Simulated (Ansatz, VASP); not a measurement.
NaF: VASP beside Ansatz

```
CELL_PARAMETERS angstrom
6.30944 0.00000 0.00000
0.00000 6.30944 0.00000
0.00000 0.00000 6.30944
ATOMIC_POSITIONS crystal
Na 0.75000 0.50000 0.00000
Na 0.50000 0.00000 0.75000
Na 0.00000 0.75000 0.50000
Na 0.00000 0.25000 0.50000
Na 0.25000 0.50000 0.00000
Na 0.50000 0.00000 0.25000
F 0.50000 0.75000 0.00000
F 0.75000 0.00000 0.50000
F 0.00000 0.50000 0.75000
F 0.25000 0.00000 0.50000
F 0.00000 0.50000 0.25000
F 0.50000 0.25000 0.00000
```

Alike in both runs: functional PBE; k mesh 4 × 4 × 4; occupations gaussian, width 0.02 eV; no spin polarisation.

Ansatz relaxed the structure, and its values are those at the end. VASP's run is a single point on that final structure, the one shown.

|  | VASP | Ansatz |
| --- | --- | --- |
| version | VASP 6.6.1 | Ansatz 0.2.0 |
| potentials or method | VASP PAW PBE potentials, release 64 (Na_pv, F), cutoff 520 eV | scalar-relativistic, plane waves, PAW |
| valence electrons in the cell | 84 | 96 |

```tsv
	VASP	Ansatz	Ansatz less VASP
gap on the k mesh at the Fermi level (eV)	5.14	5.15	+0.015
least direct gap on the mesh (eV)	5.14	5.15	+0.015
pressure (GPa)	0.0	0.0	+0.05
```

VASP's potentials hold 84 valence electrons a cell and Ansatz's 96, so a difference there can come from the potentials and not from the codes. Ansatz's warnings: xc potential rough in thin density.
